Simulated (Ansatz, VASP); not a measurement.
**Two plane-wave programs on IrO**

```
Ir O
1.0
     3.22305    0.00000    0.00000
    -1.61152    2.79124    0.00000
     0.00000    0.00000    5.33887
Ir O
2 2
Cartesian
  0.0000 0.0000 0.0000
  0.0000 0.0000 2.6694
  0.0000 1.8608 1.3347
  1.6115 0.9304 4.0041
```

Alike in both runs: task single point; functional PBE; k mesh 18 × 18 × 8; occupations gaussian, width 0.1 eV; collinear spin.

|  | VASP | Ansatz |
| --- | --- | --- |
| version | VASP 6.6.1 | Ansatz 0.2.0 |
| potentials or method | VASP PAW PBE potentials, release 64 (Ir, O), cutoff 520 eV | scalar-relativistic, plane waves, PAW |
| valence electrons in the cell | 30 | 46 |

VASP gave:

```
gap on the k mesh at the Fermi level (eV)                     : none
pressure (GPa)                                                : 0.4
traceless stress, the component that is largest in VASP (GPa) : 0.24
net moment per atom (μB)                                      : 0.00
```

What did Ansatz give for the same quantities?

gap on the k mesh at the Fermi level (eV): none; pressure (GPa): 0.0; traceless stress, the component that is largest in VASP (GPa): 0.00; net moment per atom (μB): 0.00.

A gap of «none» marks a metal or a gap that the smearing closes. The functional is the same, so the differences come from potentials, cutoffs and numerics. VASP's potentials hold 30 valence electrons a cell and Ansatz's 46, so a difference there can come from the potentials and not from the codes. Ansatz's warnings: seeded moment not kept.

Neither program's run includes spin-orbit coupling.
